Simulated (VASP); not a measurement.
Set up this calculation in VASP 6.6.1, as the native input.

```yaml
Task: single point
Functional: PBEsol
Potentials_or_basis: VASP PAW PBE potentials, release 64 (Ba_sv, Te)
Cutoff: 520 eV
k_mesh: 8 × 8 × 4
Occupations: gaussian, width 0.05 eV
Spin: no spin polarisation
Dipole_correction: no
Further_INCAR_settings: ALGO = Normal; EDIFF = 1e-06; NBANDS = 24
```

The structure of BaTe lies in POSCAR:

```
BaTe
1.0
    4.8089211837      0.0000000000     -0.0240446059
   -2.4044605919      4.1646479098      0.0120223030
   -0.0422955207      0.0000000000      8.4591041432
Ba Te
2 2
Direct
    0.0000000000      0.0000000000      0.0000000000
    0.0000000000      0.0000000000      0.5000000000
    0.3333333333      0.6666666667      0.2500000000
    0.6666666667      0.3333333333      0.7500000000
```

The input as run:

INCAR

```
ALGO = Normal
EDIFF = 1E-6
ENCUT = 520
GGA = PS
ISIF = 2
ISMEAR = 0
LASPH = T
LCHARG = F
LREAL = F
LWAVE = F
NBANDS = 24
NELM = 80
PREC = Accurate
SIGMA = 0.05
```

KPOINTS

```
k-points
0
Gamma
  8 8 4
```

Potentials or basis: VASP PAW PBE potentials, release 64 (Ba_sv, Te).

The run is started by

```console
$ cat potpaw_PBE.64/Ba_sv/POTCAR potpaw_PBE.64/Te/POTCAR > POTCAR
$ mpirun -np 1 vasp_std > vasp.out
```

It gave:

- Pressure: 0.4 GPa
- Band gap on the k mesh: 1.49 eV (least direct gap 1.54 eV)

Caveat: the PAW data sets were made with another functional, which shifts forces and pressure a little; spin-orbit coupling is left out, which moves the levels of the heavy elements.

Run time: 5.7 min on 1 thread of Intel Xeon 8259CL, with other jobs on the host, peak memory 0.46 GiB.
